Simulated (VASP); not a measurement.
Ga4O3, 7 atoms in the cell. It takes space group Pm-3m (No. 221, cubic). The conventional cell has a = 4.614 Å, b = 4.614 Å, c = 4.614 Å, α = 90.00°, β = 90.00°, γ = 90.00°. Ga (site symmetry 4/mmm) has 2 Ga at 2.31 Å and 4 O at 2.31 Å within 3.0 Å. Ga (site symmetry m-3m) has 6 Ga at 2.31 Å within 3.0 Å. Within 3.0 Å of O (site symmetry 4/mmm) lie 4 Ga at 2.31 Å. 

| Item | Value |
| --- | --- |
| Program | VASP 6.6.1 |
| Task | relaxation of cell and atoms |
| Functional | PBE |
| Potentials or basis | VASP PAW PBE potentials, release 64 (Ga_d, O) |
| Cutoff | 600 eV |
| k mesh | 8 × 8 × 8 |
| Occupations | gaussian, width 0.1 eV |
| Spin | no spin polarisation |
| Dipole correction | no |
| Further INCAR settings | ALGO = Normal; EDIFF = 1e-07; IBRION = 2; EDIFFG = -0.01; NSW = 100; ISIF = 3 |

Potentials or basis: VASP PAW PBE potentials, release 64 (Ga_d, O).

Run with:

```bash
$ cat potpaw_PBE.64/Ga_d/POTCAR potpaw_PBE.64/O/POTCAR > POTCAR
$ mpirun -np 1 vasp_std > vasp.out
```

Hardware: 1 thread of Intel(R) Xeon(R) Platinum 8488C (Sapphire Rapids), on a shared host.

**Question.** Estimate the wall time of this run.

**Answer.** Wall time 5.1 min on 1 thread of Intel(R) Xeon(R) Platinum 8488C (Sapphire Rapids), on a shared host, peak memory 0.33 GiB. Counts: scf iterations 34, k points 35, ion steps 3.
